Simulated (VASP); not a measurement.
The system is KTaO3.

```xyz
5
Lattice="4.0147 0.0000 0.0000 0.0000 4.0147 0.0000 0.0000 0.0000 4.0147" Properties=species:S:1:pos:R:3 pbc="T T T"
Ta    0.0000    0.0000    0.0000
K     2.0074    2.0074    2.0074
O     0.0000    0.0000    2.0074
O     0.0000    2.0074    0.0000
O     2.0074    0.0000    0.0000
```

This cell differs from its parent crystal: volume scaled by 1.02.

Base run:

- Program: VASP 6.6.1
- Functional: PBE
- Potentials or basis: VASP PAW PBE potentials, release 64 (Ta_pv, K_sv, O)
- Cutoff: 520 eV
- k mesh: 7 × 7 × 7
- Occupations: fermi-dirac, width 0.05 eV
- Spin: no spin polarisation

Its results: band gap on the k mesh 2.19 eV, indirect (least direct gap 2.76 eV); pressure 2.0 GPa.

Question: The run is repeated on the same cell with these changes: functional from PBE to PBEsol. What comes out?

Answer: Band gap on the k mesh 2.10 eV, indirect (least direct gap 2.67 eV); pressure -3.6 GPa.

PBEsol binds more tightly than PBE, so the same cell stands under less pressure.

Caveats: spin-orbit coupling is left out, which moves the levels of the heavy elements; the PAW data sets were made with another functional, which shifts forces and pressure a little (some runs).

A k mesh can miss the band edges.
